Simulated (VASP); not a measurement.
# Ti (P6/mmm) in VASP: a series of runs

Ti is run at these levels: PBE; tasks: single point.

Everything below comes from runs of VASP 6.6.1. Logs are shortened: lines on timing, memory, paths and dates and some standing lists are left out, and cuts for length are marked.

**1. The cell of the first run**

It takes space group P6/mmm (No. 191, hexagonal). Conventional cell: a = 4.381 Å, b = 4.381 Å, c = 2.723 Å, α = 90.00°, β = 90.00°, γ = 120.00°. Ti (site symmetry 6/mmm) has 14 Ti at 2.72 to 2.87 Å within 3.6 Å. Within 3.3 Å of Ti (site symmetry -6m2) lie 11 Ti at 2.53 to 2.87 Å.

This isn't the form of Ti at room conditions, which is hcp.

**2. Single point, PBE (15.09 Å³/atom)**

The input, INCAR:

```
PREC     = Accurate       # precision mode
ENCUT    = 520            # plane-wave cutoff, eV
EDIFF    = 1E-6           # SCF threshold, eV
ISMEAR   = 0              # smearing method
SIGMA    = 0.1            # smearing width, eV
LREAL    = False          # projectors in reciprocal space
LASPH    = True           # aspherical terms in the spheres
NELM     = 100            # most SCF steps
ALGO     = Fast           # electronic algorithm
ISIF     = 2              # what is computed and relaxed
LWAVE    = False          # write WAVECAR
LCHARG   = True           # write CHGCAR
GGA      = PE             # functional
LELF     = True           # ELF
LVHAR    = True         
NBANDS   = 25             # bands
```

The input, KPOINTS:

```
Automatic mesh
0
Gamma
  12 12 14
```

The input, POSCAR:

```
Ti
1.0
    4.3805232075      0.0000000000      0.0000000000
   -2.1902616038      3.7936443795      0.0000000000
    0.0000000000      0.0000000000      2.7234811720
Ti
3
Direct
    0.0000000000      0.0000000000      0.0000000000
    0.3333333333      0.6666666667      0.5000000000
    0.6666666667      0.3333333333      0.5000000000
```

Potentials or basis: VASP PAW PBE potentials, release 64 (Ti_sv).

Run with:

```console
$ cat potpaw_PBE.64/Ti_sv/POTCAR > POTCAR
$ mpirun -np 1 vasp_std > vasp.out
```

OUTCAR:

```text
PREC = Accurate
   ENCUT = 520
   EDIFF = 1E-6
   ISMEAR = 0
   LREAL = False
   LASPH = True
   NELM = 100
   ISIF = 2
   GGA = PE

 ion  position               nearest neighbor table
   1  0.000  0.000  0.000-   2 2.87   3 2.87   2 2.87   3 2.87   2 2.87   2 2.87   3 2.87   3 2.87
                             3 2.87   3 2.87   2 2.87   2 2.87
   2  0.333  0.667  0.500-   3 2.53   3 2.53   3 2.53   1 2.87   1 2.87   1 2.87   1 2.87   1 2.87
                             1 2.87
   3  0.667  0.333  0.500-   2 2.53   2 2.53   2 2.53   1 2.87   1 2.87   1 2.87   1 2.87   1 2.87
                             1 2.87

  LATTYP: Found a hexagonal cell.
 ALAT       =     4.3805232075
 C/A-ratio  =     0.6217250869

  Lattice vectors:

 A1 = (   4.3805232075,   0.0000000000,   0.0000000000)
 A2 = (  -2.1902616038,   3.7936443795,   0.0000000000)
 A3 = (   0.0000000000,   0.0000000000,   2.7234811720)

Analysis of symmetry for initial positions (statically):
=====================================================================
 Subroutine PRICEL returns:
 Original cell was already a primitive cell.

 Routine SETGRP: Setting up the symmetry group for a
 hexagonal supercell.

 Subroutine GETGRP returns: Found 24 space group operations
 (whereof 24 operations were pure point group operations)
 out of a pool of 24 trial point group operations.

The static configuration has the point symmetry D_6h.

Analysis of symmetry for dynamics (positions and initial velocities):
=====================================================================
 Subroutine PRICEL returns:
 Original cell was already a primitive cell.

 Routine SETGRP: Setting up the symmetry group for a
 hexagonal supercell.

 Subroutine GETGRP returns: Found 24 space group operations
 (whereof 24 operations were pure point group operations)
 out of a pool of 24 trial point group operations.

The dynamic configuration has the point symmetry D_6h.

 Subroutine INISYM returns: Found 24 space group operations
 (whereof 24 operations are pure point group operations),
 and found     1 'primitive' translations

----------------------------------------------------------------------------------------

                                     Primitive cell

  volume of cell :      45.2592

  direct lattice vectors                    reciprocal lattice vectors
     4.380523207  0.000000000  0.000000000     0.228283233  0.131799386  0.000000000
    -2.190261604  3.793644379  0.000000000     0.000000000  0.263598772  0.000000000
     0.000000000  0.000000000  2.723481172     0.000000000  0.000000000  0.367177130

  length of vectors
     4.380523207  4.380523207  2.723481172     0.263598772  0.263598772  0.367177130

  position of ions in fractional coordinates (direct lattice)
     0.000000000  0.000000000  0.000000000
     0.333333333  0.666666667  0.500000000
     0.666666667  0.333333333  0.500000000

  ion indices of the primitive-cell ions
   primitive index   ion index
                 1           1
                 2           2
                 3           3

----------------------------------------------------------------------------------------

 KPOINTS: Automatic mesh

Automatic generation of k-mesh.
 Grid dimensions read from file:
 generate k-points for:   12   12   14

 Generating k-lattice:

  Cartesian coordinates                     Fractional coordinates (reciprocal lattice)
     0.019023603  0.010983282  0.000000000     0.083333333  0.000000000  0.000000000
     0.000000000  0.021966564  0.000000000     0.000000000  0.083333333  0.000000000
     0.000000000  0.000000000  0.026226938     0.000000000  0.000000000  0.071428571

  Length of vectors
     0.021966564  0.021966564  0.026226938

  Shift w.r.t. Gamma in fractional coordinates (k-lattice)
     0.000000000  0.000000000  0.000000000

 Subroutine IBZKPT returns following result:
 ===========================================

 Found    152 irreducible k-points:

 Following reciprocal coordinates:
            Coordinates               Weight
  0.000000  0.000000  0.000000      1.000000
  0.083333  0.000000  0.000000      6.000000
  0.166667  0.000000  0.000000      6.000000
  0.250000  0.000000  0.000000      6.000000
  0.333333  0.000000  0.000000      6.000000
  0.416667  0.000000  0.000000      6.000000
[... 16 lines left out ...]
  0.250000  0.000000  0.071429     12.000000
  0.333333  0.000000  0.071429     12.000000
 [... further k-points ...]
   k-points           NKPTS =    152   k-points in BZ     NKDIM =    152   number of bands    NBANDS=     25
   number of dos      NEDOS =    301   number of ions     NIONS =      3
   total plane-waves  NPLWV =  25920
   dimension x,y,z NGX =    36 NGY =   36 NGZ =   20
   dimension x,y,z NGXF=    72 NGYF=   72 NGZF=   40
   ions per type =               3
   NGX,Y,Z   is equivalent  to a cutoff of  13.66, 13.66, 12.21 a.u.
   NGXF,Y,Z  is equivalent  to a cutoff of  27.32, 27.32, 24.42 a.u.
 SYSTEM =  unknown system
   PREC   = accura    normal or accurate (medium, high low for compatibility)
   ISTART =      0    job   : 0-new  1-cont  2-samecut
   ICHARG =      2    charge: 1-file 2-atom 10-const
   ISPIN  =      1    spin polarized calculation?
   LNONCOLLINEAR =      F non collinear calculations
   LSORBIT =      F    spin-orbit coupling
   LASPH  =      T    aspherical Exc in radial PAW
   ENCUT  =  520.0 eV  38.22 Ry    6.18 a.u.   8.14  8.14  5.06*2*pi/ulx,y,z
   NELM   =    100;   NELMIN=  2; NELMDL= -5     # of ELM steps
   EDIFF  = 0.1E-05   stopping-criterion for ELM
   LREAL  =      F    real-space projection
   EDIFFG = 0.1E-04   stopping-criterion for IOM
   NSW    =      0    number of steps for IOM
   IBRION =     -1    ionic relax: 0-MD 1-quasi-New 2-CG
   NFREE  =      0    steps in history (QN), initial steepest desc. (CG)
   ISIF   =      2    stress and relaxation
   ISYM   =      2    0-nonsym 1-usesym 2-fastsym
   POTIM  = 0.5000    time-step for ionic-motion
   TEBEG  =    0.0;   TEEND  =   0.0 temperature during run
   PSTRESS=    0.0 pullay stress
   NELECT =      36.0000    total number of electrons
   NUPDOWN=      -1.0000    fix difference up-down
   EMIN   =  10.00;   EMAX   =-10.00  energy-range for DOS
   EFERMI =   0.00;   METHOD = LEGACY
   ISMEAR =     0;   SIGMA  =   0.10  broadening in eV -4-tet -1-fermi 0-gaus
   EFERMI_NEDOS =   21; number of points for ismear=-14 and -15
   IALGO  =     68    algorithm
   IMIX   =      4    mixing-type and parameters
     AMIX     =   0.40;   BMIX     =  1.00
     AMIX_MAG =   1.60;   BMIX_MAG =  1.00
  volume/ion in A,a.u.               =      15.09       101.81
  Fermi-wavevector in a.u.,A,eV,Ry     =   1.516841  2.866413 31.304367  2.300806
  Thomas-Fermi vector in A             =   2.626176
   LORBIT       =      0    0 simple, 1 ext, 2 COOP (PROOUT), +10 PAW based schemes
   GGA     = PE    functional components
   LHFCALC =     F    Hartree Fock is set to
   AEXX    =    0.0000 exact exchange contribution
   IVDW    =     0    specifies the selected vdW correction
   LEPSILON=     F    determine dielectric tensor
   LRPA    =     F    only Hartree local field effects (RPA)
 non-spin polarized calculation
 RMM-DIIS sequential band-by-band and
 Gauss-broadening in eV      SIGMA  =   0.10
  energy-cutoff  :      520.00
  volume of cell :       45.26
 maximum number of plane-waves:      1242
 NGX is ok and might be reduce to    36
   NGX = 17   NGY = 17   NGZ = 11

 number of electron      36.0000002 magnetization

 Free energy of the ion-electron system (eV)
  ---------------------------------------------------
  ext. energy  EPLUGINS =         0.00000000
  ---------------------------------------------------
  free energy    TOTEN  =       -23.22503274 eV

  energy without entropy =      -23.21112588  energy(sigma->0) =      -23.21807931

 E-fermi :   9.8016     XC(G=0): -12.1788

 val. band max:        9.8005174791   @ k =   0.3333   0.1667   0.0714
 cond. band min:       9.8027743293   @ k =   0.2500   0.2500   0.3571
 fundamental gap:      0.0022568502
 Fermi energy:         9.8015882825

 k-point     1 :       0.0000    0.0000    0.0000
  band No.  band energies     occupation
      1     -46.8710      2.00000
      2     -46.6049      2.00000
      3     -46.3659      2.00000
      4     -23.2281      2.00000
      5     -23.2281      2.00000
      6     -23.2136      2.00000
[... 17 lines left out ...]
     24      11.9093      0.00000
     25      11.9111      0.00000

 k-point     2 :       0.0833    0.0000    0.0000
  band No.  band energies     occupation
      1     -46.8680      2.00000
      2     -46.6038      2.00000
      3     -46.3703      2.00000
      4     -23.3071      2.00000
      5     -23.2962      2.00000
      6     -23.1329      2.00000
[... 17 lines left out ...]
     24      11.6121      0.00000
     25      12.1722      0.00000

 k-point     3 :       0.1667    0.0000    0.0000
  band No.  band energies     occupation
      1     -46.8600      2.00000
      2     -46.5997      2.00000
      3     -46.3832      2.00000
      4     -23.3858      2.00000
      5     -23.3380      2.00000
      6     -23.0494      2.00000
[... 17 lines left out ...]
     24      11.5289      0.00000
     25      12.4791      0.00000

 k-point     4 :       0.2500    0.0000    0.0000
  band No.  band energies     occupation
      1     -46.8491      2.00000
      2     -46.5918      2.00000
      3     -46.4029      2.00000
      4     -23.4526      2.00000
      5     -23.3402      2.00000
      6     -22.9756      2.00000
[... 17 lines left out ...]
     24      11.8314      0.00000
     25      12.7686      0.00000

 k-point     5 :       0.3333    0.0000    0.0000
  band No.  band energies     occupation
      1     -46.8384      2.00000
      2     -46.5796      2.00000
      3     -46.4268      2.00000
      4     -23.5033      2.00000
      5     -23.3025      2.00000
      6     -22.9226      2.00000
[... 17 lines left out ...]
     24      12.2040      0.00000
     25      12.8310      0.00000

 k-point     6 :       0.4167    0.0000    0.0000
  band No.  band energies     occupation
      1     -46.8308      2.00000
      2     -46.5656      2.00000
      3     -46.4491      2.00000
      4     -23.5351      2.00000
      5     -23.2337      2.00000
      6     -22.9788      2.00000
[... 17 lines left out ...]
     24      12.3950      0.00000
     25      12.6163      0.00000
[... 393 lines left out ...]
 k-point    21 :       0.0833    0.0000    0.0714
  band No.  band energies     occupation
      1     -46.8621      2.00000
      2     -46.6012      2.00000
      3     -46.3663      2.00000
      4     -23.2991      2.00000
      5     -23.2885      2.00000
      6     -23.1287      2.00000
[... 17 lines left out ...]
     24      11.6309      0.00000
     25      12.2464      0.00000

 k-point    22 :       0.1667    0.0000    0.0714
  band No.  band energies     occupation
      1     -46.8543      2.00000
      2     -46.5968      2.00000
      3     -46.3791      2.00000
      4     -23.3764      2.00000
      5     -23.3299      2.00000
      6     -23.0473      2.00000
[... 17 lines left out ...]
     24      11.5575      0.00000
     25      12.5992      0.00000

 k-point    23 :       0.2500    0.0000    0.0714
  band No.  band energies     occupation
      1     -46.8439      2.00000
      2     -46.5885      2.00000
      3     -46.3989      2.00000
      4     -23.4420      2.00000
      5     -23.3330      2.00000
      6     -22.9756      2.00000
[... 17 lines left out ...]
     24      11.8096      0.00000
     25      12.9280      0.00000

 k-point    24 :       0.3333    0.0000    0.0714
  band No.  band energies     occupation
      1     -46.8337      2.00000
      2     -46.5758      2.00000
      3     -46.4227      2.00000
      4     -23.4920      2.00000
      5     -23.2972      2.00000
      6     -22.9291      2.00000
[... 17 lines left out ...]
     24      12.1766      0.00000
     25      12.8070      0.00000

 [... further k-points ...]

------------------------ aborting loop because EDIFF is reached ----------------------------------------

  FORCE on cell =-STRESS in cart. coord.  units (eV):
  Direction    XX          YY          ZZ          XY          YZ          ZX
  --------------------------------------------------------------------------------------
  -------------------------------------------------------------------------------------
  Total        4.7999973      4.7999973      4.7947000     -0.0000000      0.0000000      0.0000000
  in kB      169.9200377    169.9200377    169.7325125     -0.0000000      0.0000000      0.0000000
  external PRESSURE =     169.8575293 kB  Pullay stress =       0.0000000 kB

 VOLUME and BASIS-vectors are now :
 -----------------------------------------------------------------------------
  energy-cutoff  :      520.00
  volume of cell :       45.26
      direct lattice vectors                 reciprocal lattice vectors
     4.380523207  0.000000000  0.000000000     0.228283233  0.131799386  0.000000000
    -2.190261604  3.793644379  0.000000000     0.000000000  0.263598772  0.000000000
     0.000000000  0.000000000  2.723481172     0.000000000  0.000000000  0.367177130

 POSITION                                       TOTAL-FORCE (eV/Angst)
 -----------------------------------------------------------------------------------
      0.00000      0.00000      0.00000        -0.000000      0.000000     -0.000000
     -0.00000      2.52910      1.36174         0.000000      0.000000      0.000000
      2.19026      1.26455      1.36174         0.000000     -0.000000     -0.000000
 -----------------------------------------------------------------------------------
    total drift:                                0.000000      0.000000     -0.000000

  FREE ENERGIE OF THE ION-ELECTRON SYSTEM (eV)
  ---------------------------------------------------
  free  energy   TOTEN  =       -23.2250327421 eV

  energy  without entropy=      -23.2111258826  energy(sigma->0) =      -23.21807931
```

It took 5 min on 1 thread of Intel Xeon Platinum 8488C (Sapphire Rapids), shared host; peak memory 0.26 GiB.

What came out:

| Quantity | Value |
| --- | --- |
| Free energy | -23.2250 eV |
| Pressure | 17.0 GPa |
| Band gap on the k mesh | zero (bands 18 and 19 overlap by 0.43 eV) |

Caveat: the cell stands under pressure.

**3. Single point, PBE (15.60 Å³/atom)**

This run uses another cell than the first one, of 15.60 Å³/atom.

The input, INCAR:

```
  ALGO = Fast
  EDIFF = 1E-6
  ENCUT = 520
  GGA = PE
  ISIF = 2
  ISMEAR = 0
  LASPH = T
  LCHARG = F
  LREAL = F
  LWAVE = F
  NBANDS = 25
  NELM = 60
  PREC = Accurate
  SIGMA = 0.1
```

The input, KPOINTS:

```
k-points
0
Gamma
  12 12 14
```

The input, POSCAR:

```
Ti
1.0
    4.4318886146      0.0000000000      0.0000000000
   -2.2159443073      3.8381281270      0.0000000000
    0.0000000000      0.0000000000      2.7514231988
Ti
3
Direct
    0.0000000000      0.0000000000      0.0000000000
    0.3333333333      0.6666666667      0.5000000000
    0.6666666667      0.3333333333      0.5000000000
```

Potentials or basis: VASP PAW PBE potentials, release 64 (Ti_sv).

Run with:

```console
$ cat potpaw_PBE.64/Ti_sv/POTCAR > POTCAR
$ mpirun -np 1 vasp_std > vasp.out
```

Run time: 5 min. Hardware: 1 thread of Intel Xeon Platinum 8488C (Sapphire Rapids), shared host; peak memory 0.26 GiB.

It converged, with:

- Free energy: -23.3677 eV
- Pressure: 12.0 GPa
- Band gap on the k mesh: zero (bands 18 and 19 overlap by 0.39 eV)

Levels at points of the mesh, in eV from the Fermi level:
```csv
k point,band 14,band 15,band 16,band 17,band 18,band 19,band 20,band 21,band 22,band 23
"(0.00, 0.00, 0.00)",-2.22,-0.72,-0.72,-0.63,-0.63,0.01,0.75,1.40,1.40,1.96
"(0.50, 0.00, 0.00)",-3.59,-2.87,-0.51,-0.48,-0.41,0.02,0.60,1.07,1.44,2.08
"(0.00, 0.00, 0.50)",-2.41,-2.22,-1.85,-1.85,-1.72,1.14,1.14,1.40,1.40,3.29
"(0.50, 0.00, 0.50)",-2.26,-1.93,-1.36,-0.73,-0.70,0.33,0.87,1.19,1.20,2.47
```

Caveat: the cell stands under pressure.

**4. Single point, PBE (16.12 Å³/atom)**

This run uses another cell than the first one, of 16.12 Å³/atom.

The input, INCAR:

```
PREC = Accurate
ENCUT = 520
EDIFF = 1E-6
ISMEAR = 0
SIGMA = 0.1
LREAL = False
LASPH = True
NELM = 60
ALGO = Fast
ISIF = 2
LWAVE = False
LCHARG = True
GGA = PE
LELF = True
LVHAR = True
NBANDS = 25
```

The input, KPOINTS:

```
Automatic mesh
0
Gamma
  12 12 14
```

The input, POSCAR:

```
Ti
1.0
    4.4821456834      0.0000000000      0.0000000000
   -2.2410728417      3.8816520253      0.0000000000
    0.0000000000      0.0000000000      2.7787507510
Ti
3
Direct
    0.0000000000      0.0000000000      0.0000000000
    0.3333333333      0.6666666667      0.5000000000
    0.6666666667      0.3333333333      0.5000000000
```

Run with:

```console
$ cat potpaw_PBE.64/Ti_sv/POTCAR > POTCAR
$ mpirun -np 1 vasp_std > vasp.out
```

Run time: 5.7 min. Hardware: 1 thread of Intel Xeon Platinum 8488C (Sapphire Rapids), shared host; peak memory 0.27 GiB.

Results (log left out):

```
Free energy            : -23.4619 eV
Pressure               : 7.2 GPa
Band gap on the k mesh : zero (bands 18 and 19 overlap by 0.35 eV)
```

Levels at points of the mesh, in eV from the Fermi level:
```tsv
k point	band 15	band 16	band 17	band 18	band 19	band 20	band 21	band 22
(0.00, 0.00, 0.00)	-0.72	-0.72	-0.63	-0.63	-0.01	0.73	1.36	1.36
(0.50, 0.00, 0.00)	-2.78	-0.47	-0.45	-0.39	0.04	0.58	1.06	1.31
(0.00, 0.00, 0.50)	-2.22	-1.76	-1.76	-1.73	1.11	1.11	1.34	1.34
(0.50, 0.00, 0.50)	-1.84	-1.29	-0.70	-0.69	0.35	0.85	1.10	1.14
```

Caveat: the cell stands under pressure.

**5. The runs side by side**

```csv
cell,gap on the mesh (eV),pressure (GPa)
"a = 4.381, b = 4.381, c = 2.723 Å, angles 90.0, 90.0, 120.0°, 3 atoms",none,17.0
"a = 4.432, b = 4.432, c = 2.751 Å, angles 90.0, 90.0, 120.0°, 3 atoms",none,12.0
"a = 4.482, b = 4.482, c = 2.779 Å, angles 90.0, 90.0, 120.0°, 3 atoms",none,7.2
```

Alike in all rows: task single point; level PBE; potentials or basis VASP PAW PBE potentials, release 64 (Ti_sv); no spin polarisation; k mesh 12 × 12 × 14; cutoff (eV) 520; smearing gaussian 0.1 eV.

Caveats: the cell stands under pressure.

Absolute energies hang on the potentials; compare differences alone.

The gap in the log of VASP goes by the Fermi energy; the results here count the filled bands.